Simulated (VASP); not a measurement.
A run of VASP 6.6.1 is set up as follows.

File INCAR:

```
ALGO = Normal
DIPOL = 0.5 0.5 0.500
EDIFF = 1E-6
ENCUT = 520
GGA = PE
IDIPOL = 3
ISIF = 2
ISMEAR = 0
LASPH = T
LCHARG = F
LDIPOL = T
LREAL = F
LWAVE = F
NBANDS = 28
NELM = 60
PREC = Accurate
SIGMA = 0.05
```

Contents of KPOINTS:

```
k-points
0
Gamma
  8 8 1
```

The input POSCAR:

```
B5As4
1.0
    3.4003508741      0.0000000000      0.0000000000
    0.0000000000      3.4003508741      0.0000000000
    0.0000000000      0.0000000000     24.6176446460
B As
5 4
Direct
    0.5000000000      0.5000000000      0.3046595281
    0.0000000000      0.0000000000      0.4023297640
    0.5000000000      0.5000000000      0.5000000000
    0.0000000000      0.0000000000      0.5976702360
    0.5000000000      0.5000000000      0.6953404719
    0.5000000000      0.0000000000      0.3534946461
    0.0000000000      0.5000000000      0.4511648820
    0.5000000000      0.0000000000      0.5488351180
    0.0000000000      0.5000000000      0.6465053539
```

Potentials or basis: VASP PAW PBE potentials, release 64 (B, As).

The run is started by

```console
$ cat potpaw_PBE.64/B/POTCAR potpaw_PBE.64/As/POTCAR > POTCAR
$ mpirun -np 1 vasp_std > vasp.out
```

Predict the band gap on the k mesh.

zero (an odd number of electrons rules out a gap without spin polarisation).

What does it give for the largest force?

1.285 eV/Å.

Forces on the atoms (eV/Å):
```
B    0.000  0.000  1.199
B    0.000  0.000  0.169
B    0.000  0.000  0.000
B    0.000  0.000 -0.169
B    0.000  0.000 -1.199
As   0.000  0.000 -1.285
As   0.000  0.000 -0.186
As   0.000  0.000  0.186
As   0.000  0.000  1.285
```

Caveat: an odd number of electrons without spin polarisation forces a metal; a magnetic or distorted state may lie lower.
